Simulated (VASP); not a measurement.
Input of a VASP 6.6.1 run:

Contents of INCAR:

```
PREC     = Accurate       # precision mode
ENCUT    = 520            # plane-wave cutoff, eV
EDIFF    = 1E-6           # SCF threshold, eV
ISMEAR   = 0              # smearing method
SIGMA    = 0.15           # smearing width, eV
LREAL    = False          # projectors in reciprocal space
LASPH    = True           # aspherical terms in the spheres
NELM     = 100            # most SCF steps
ALGO     = Fast           # electronic algorithm
ISIF     = 2              # what is computed and relaxed
LWAVE    = False          # write WAVECAR
LCHARG   = True           # write CHGCAR
GGA      = PS             # functional
LELF     = True           # ELF
LVHAR    = True         
NBANDS   = 11             # bands
```

The input KPOINTS:

```
Automatic mesh
0
Gamma
  14 14 14
```

POSCAR

```
Ba
1.0
   -2.6000000000      2.6000000000      2.3000000000
    2.6000000000     -2.6000000000      2.3000000000
    2.6000000000      2.6000000000     -2.3000000000
Ba
1
Direct
    0.0000000000      0.0000000000      0.0000000000
```

Potentials or basis: VASP PAW PBE potentials, release 64 (Ba_sv).

Launch:

```bash
$ cat potpaw_PBE.64/Ba_sv/POTCAR > POTCAR
$ mpirun -np 1 vasp_std > vasp.out
```

Task: What does it give for the band gap on the k mesh?

Result: Zero (bands 5 and 6 overlap by 0.90 eV).

Task: What does it give for the pressure?

Result: -0.5 GPa.

Stress tensor (GPa, compression positive):
```
-0.72  0.00  0.00
 0.00 -0.72  0.00
 0.00  0.00  0.05
```

Caveat: the cell differs from its parent crystal (strain +0.040 along x and y, -0.080 along z); the PAW data sets were made with another functional, which shifts forces and pressure a little; spin-orbit coupling is left out, which moves the levels of the heavy elements.
